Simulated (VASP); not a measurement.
# SnO in VASP: settings compared, part 2 of 2

VASP 6.6.1. Earlier steps stand in the parts before.

### 3 Single point, r2SCAN (shear xy strain +4.6%)

POSCAR reads:

```
SnO
1.0
    0.0617472956      2.7082147176      2.7082147176
    2.7082147176      0.0617472956      2.7082147176
    2.7699620132      2.7699620132      0.0000000000
Sn O
1 1
Direct
    0.0047800006      0.0047800006     -0.0047800006
    0.2452199994      0.2452199994      0.2547800006
```

INCAR.step1 reads:

```
SYSTEM = SnO
  PREC = Accurate
  ENCUT = 520
  ISMEAR = -1
  SIGMA = 0.02
  LREAL = .False.
  LASPH = .True.
  NELM = 100
  NBANDS = 17
  GGA = PE
  ALGO = Normal
  EDIFF = 1E-4
  LWAVE = .True.
  LCHARG = .False.
```

INCAR.step2 reads:

```
SYSTEM = SnO
  PREC = Accurate
  ENCUT = 520
  EDIFF = 1E-6
  ISMEAR = -1
  SIGMA = 0.02
  LREAL = .False.
  LASPH = .True.
  NELM = 100
  ALGO = Normal
  ISIF = 2
  LWAVE = .False.
  LCHARG = .True.
  METAGGA = R2SCAN
  LMIXTAU = .True.
  LELF = .True.
  LVHAR = .True.
  NBANDS = 17
  ISTART = 1
```

KPOINTS reads:

```
Automatic mesh
0
Gamma
  8 8 8
  0 0 0
```

Potentials or basis: VASP PAW PBE potentials, release 64 (Sn_d, O).

On the command line:

```
$ cat potpaw_PBE.64/Sn_d/POTCAR potpaw_PBE.64/O/POTCAR > POTCAR
$ cp INCAR.step1 INCAR
$ mpirun -np 1 vasp_std > vasp.out
$ cp INCAR.step2 INCAR
$ mpirun -np 1 vasp_std > vasp.out
```

OUTCAR:

```text
SYSTEM = SnO
   PREC = Accurate
   ENCUT = 520
   EDIFF = 1E-6
   ISMEAR = -1
   LREAL = .False.
   LASPH = .True.
   NELM = 100
   ISIF = 2
   METAGGA = R2SCAN
   ISTART = 1

 ion  position               nearest neighbor table
   1  0.005  0.005  0.995-   2 2.34   2 2.34   2 2.35   2 2.35
   2  0.245  0.245  0.255-   1 2.34   1 2.34   1 2.35   1 2.35

  LATTYP: Found a body centered orthorhombic cell.
 ALAT       =     3.7426701206
 B/A-ratio  =     1.0466639378
 C/A-ratio  =     1.4472099492

  Lattice vectors:

 A1 = (   2.7082147176,   0.0617472956,  -2.7082147176)
 A2 = (  -2.7082147176,  -0.0617472956,  -2.7082147176)
 A3 = (   0.0617472956,   2.7082147176,   2.7082147176)

Analysis of symmetry for initial positions (statically):
=====================================================================
 Subroutine PRICEL returns:
 Original cell was already a primitive cell.

 Routine SETGRP: Setting up the symmetry group for a
 body centered orthorhombic supercell.

 Subroutine GETGRP returns: Found  4 space group operations
 (whereof  4 operations were pure point group operations)
 out of a pool of  8 trial point group operations.

The static configuration has the point symmetry C_2v.

Analysis of symmetry for dynamics (positions and initial velocities):
=====================================================================
 Subroutine PRICEL returns:
 Original cell was already a primitive cell.

 Routine SETGRP: Setting up the symmetry group for a
 body centered orthorhombic supercell.

 Subroutine GETGRP returns: Found  4 space group operations
 (whereof  4 operations were pure point group operations)
 out of a pool of  8 trial point group operations.

The dynamic configuration has the point symmetry C_2v.

 Subroutine INISYM returns: Found  4 space group operations
 (whereof  4 operations are pure point group operations),
 and found     1 'primitive' translations

----------------------------------------------------------------------------------------

                                     Primitive cell

  volume of cell :      39.7058

  direct lattice vectors                    reciprocal lattice vectors
     0.061747296  2.708214718  2.708214718    -0.188931100  0.188931100  0.184623470
     2.708214718  0.061747296  2.708214718     0.188931100 -0.188931100  0.184623470
     2.769962013  2.769962013  0.000000000     0.180507891  0.180507891 -0.184623470

  length of vectors
     3.830491697  3.830491697  3.917317846     0.324770298  0.324770298  0.315042891

  position of ions in fractional coordinates (direct lattice)
     0.004780001  0.004780001  0.995219999
     0.245219999  0.245219999  0.254780001

  ion indices of the primitive-cell ions
   primitive index   ion index
                 1           1
                 2           2

----------------------------------------------------------------------------------------

 KPOINTS: Automatic mesh

Automatic generation of k-mesh.
 Grid dimensions read from file:
 generate k-points for:    8    8    8

 Generating k-lattice:

  Cartesian coordinates                     Fractional coordinates (reciprocal lattice)
    -0.023616387  0.023616387  0.023077934     0.125000000 -0.000000000  0.000000000
     0.023616387 -0.023616387  0.023077934    -0.000000000  0.125000000  0.000000000
     0.022563486  0.022563486 -0.023077934     0.000000000  0.000000000  0.125000000

  Length of vectors
     0.040596287  0.040596287  0.039380361

  Shift w.r.t. Gamma in fractional coordinates (k-lattice)
     0.000000000  0.000000000  0.000000000

 Subroutine IBZKPT returns following result:
 ===========================================

 Found     95 irreducible k-points:

 Following reciprocal coordinates:
            Coordinates               Weight
  0.000000  0.000000  0.000000      1.000000
  0.125000  0.000000  0.000000      4.000000
  0.250000  0.000000  0.000000      4.000000
  0.375000  0.000000  0.000000      4.000000
  0.500000  0.000000  0.000000      2.000000
  0.125000  0.125000  0.000000      2.000000
[... 16 lines left out ...]
  0.125000  0.000000  0.125000      4.000000
  0.250000  0.000000  0.125000      8.000000
 [... further k-points ...]
   k-points           NKPTS =     95   k-points in BZ     NKDIM =     95   number of bands    NBANDS=     17
   number of dos      NEDOS =    301   number of ions     NIONS =      2
   total plane-waves  NPLWV =  23520
   dimension x,y,z NGX =    28 NGY =   28 NGZ =   30
   dimension x,y,z NGXF=    56 NGYF=   56 NGZF=   60
   ions per type =               1   1
   NGX,Y,Z   is equivalent  to a cutoff of  12.15, 12.15, 12.73 a.u.
   NGXF,Y,Z  is equivalent  to a cutoff of  24.30, 24.30, 25.46 a.u.
 SYSTEM =  SnO
   PREC   = accura    normal or accurate (medium, high low for compatibility)
   ISTART =      1    job   : 0-new  1-cont  2-samecut
   ICHARG =      0    charge: 1-file 2-atom 10-const
   ISPIN  =      1    spin polarized calculation?
   LNONCOLLINEAR =      F non collinear calculations
   LSORBIT =      F    spin-orbit coupling
   LASPH  =      T    aspherical Exc in radial PAW
   ENCUT  =  520.0 eV  38.22 Ry    6.18 a.u.   7.12  7.12  7.28*2*pi/ulx,y,z
   NELM   =    100;   NELMIN=  2; NELMDL=  0     # of ELM steps
   EDIFF  = 0.1E-05   stopping-criterion for ELM
   LREAL  =      F    real-space projection
   EDIFFG = 0.1E-04   stopping-criterion for IOM
   NSW    =      0    number of steps for IOM
   IBRION =     -1    ionic relax: 0-MD 1-quasi-New 2-CG
   NFREE  =      0    steps in history (QN), initial steepest desc. (CG)
   ISIF   =      2    stress and relaxation
   ISYM   =      2    0-nonsym 1-usesym 2-fastsym
   POTIM  = 0.5000    time-step for ionic-motion
   TEBEG  =    0.0;   TEEND  =   0.0 temperature during run
   PSTRESS=    0.0 pullay stress
   NELECT =      20.0000    total number of electrons
   NUPDOWN=      -1.0000    fix difference up-down
   EMIN   =  10.00;   EMAX   =-10.00  energy-range for DOS
   EFERMI =   0.00;   METHOD = LEGACY
   ISMEAR =    -1;   SIGMA  =   0.02  broadening in eV -4-tet -1-fermi 0-gaus
   EFERMI_NEDOS =   21; number of points for ismear=-14 and -15
   IALGO  =     38    algorithm
   IMIX   =      4    mixing-type and parameters
     AMIX     =   0.40;   BMIX     =  1.00
     AMIX_MAG =   1.60;   BMIX_MAG =  1.00
  volume/ion in A,a.u.               =      19.85       133.97
  Fermi-wavevector in a.u.,A,eV,Ry     =   1.302568  2.461496 23.084773  1.696683
  Thomas-Fermi vector in A             =   2.433627
   LORBIT       =      0    0 simple, 1 ext, 2 COOP (PROOUT), +10 PAW based schemes
   METAGGA = R2SCAN    functional components
   LHFCALC =     F    Hartree Fock is set to
   AEXX    =    0.0000 exact exchange contribution
   IVDW    =     0    specifies the selected vdW correction
   LEPSILON=     F    determine dielectric tensor
   LRPA    =     F    only Hartree local field effects (RPA)
 non-spin polarized calculation
  energy-cutoff  :      520.00
  volume of cell :       39.71
 maximum number of plane-waves:      1081
   NGX = 15   NGY = 15   NGZ = 15

 number of electron      20.0000003 magnetization

 Free energy of the ion-electron system (eV)
  ---------------------------------------------------
  ext. energy  EPLUGINS =         0.00000000
  ---------------------------------------------------
  free energy    TOTEN  =       -32.21275066 eV

  energy without entropy =      -32.21240383  energy(sigma->0) =      -32.21257725

 E-fermi :   6.1167     XC(G=0): -10.2900

 val. band max:        6.0892683224   @ k =  -0.2500   0.5000   0.2500
 cond. band min:       6.1242663046   @ k =  -0.2500   0.2500   0.5000
 fundamental gap:      0.0349979822
 Fermi energy:         6.1166942542

 k-point     1 :       0.0000    0.0000    0.0000
  band No.  band energies     occupation
      1     -16.4570      2.00000
      2     -16.4537      2.00000
      3     -16.4455      2.00000
      4     -16.3984      2.00000
      5     -16.3981      2.00000
      6     -14.1184      2.00000
[... 9 lines left out ...]
     16      18.0119      0.00000
     17      18.2330      0.00000
[... 441 lines left out ...]
 k-point    24 :       0.2500    0.0000    0.1250
  band No.  band energies     occupation
      1     -16.5446      2.00000
      2     -16.4367      2.00000
      3     -16.4309      2.00000
      4     -16.4048      2.00000
      5     -16.3895      2.00000
      6     -13.8089      2.00000
[... 9 lines left out ...]
     16      18.5318      0.00000
     17      19.4531      0.00000

 [... further k-points ...]

------------------------ aborting loop because EDIFF is reached ----------------------------------------

  FORCE on cell =-STRESS in cart. coord.  units (eV):
  Direction    XX          YY          ZZ          XY          YZ          ZX
  --------------------------------------------------------------------------------------
  -------------------------------------------------------------------------------------
  Total        0.0090780      0.0090780     -0.0173939      0.4996232      0.0000000      0.0000000
  in kB        0.3663068      0.3663068     -0.7018645     20.1604288      0.0000000      0.0000000
  external PRESSURE =       0.0102497 kB  Pullay stress =       0.0000000 kB

 VOLUME and BASIS-vectors are now :
 -----------------------------------------------------------------------------
  energy-cutoff  :      520.00
  volume of cell :       39.71
      direct lattice vectors                 reciprocal lattice vectors
     0.061747296  2.708214718  2.708214718    -0.188931100  0.188931100  0.184623470
     2.708214718  0.061747296  2.708214718     0.188931100 -0.188931100  0.184623470
     2.769962013  2.769962013  0.000000000     0.180507891  0.180507891 -0.184623470

 POSITION                                       TOTAL-FORCE (eV/Angst)
 -----------------------------------------------------------------------------------
      2.76996      2.76996      0.02589         0.000000      0.000000      0.011436
      1.38498      1.38498      1.32822        -0.000000     -0.000000     -0.011436
 -----------------------------------------------------------------------------------
    total drift:                               -0.000042     -0.000042      0.000610

  FREE ENERGIE OF THE ION-ELECTRON SYSTEM (eV)
  ---------------------------------------------------
  free  energy   TOTEN  =       -32.2127506616 eV

  energy  without entropy=      -32.2124038299  energy(sigma->0) =      -32.21257725
```

Run time: 9.5 min. Hardware: 1 thread of AMD EPYC 7R13, shared host; peak memory 0.18 GiB.

What came out:

```yaml
Free_energy: -32.2128 eV
Pressure: 0.0 GPa
Largest_force: 0.011 eV/Å
Band_gap_on_the_k_mesh: zero (band 10 reaches 6.12 eV, above the bottom of band 11 at 5.94 eV)
```

Forces in eV/Å, atoms in the order of the input:
```
Sn   0.000  0.000  0.011
O    0.000  0.000 -0.011
```

Caveat: the cell differs from its parent crystal (shear xy strain +4.6%); the PAW data sets were made with another functional, which shifts forces and pressure a little; spin-orbit coupling is left out, which moves the levels of the heavy elements.
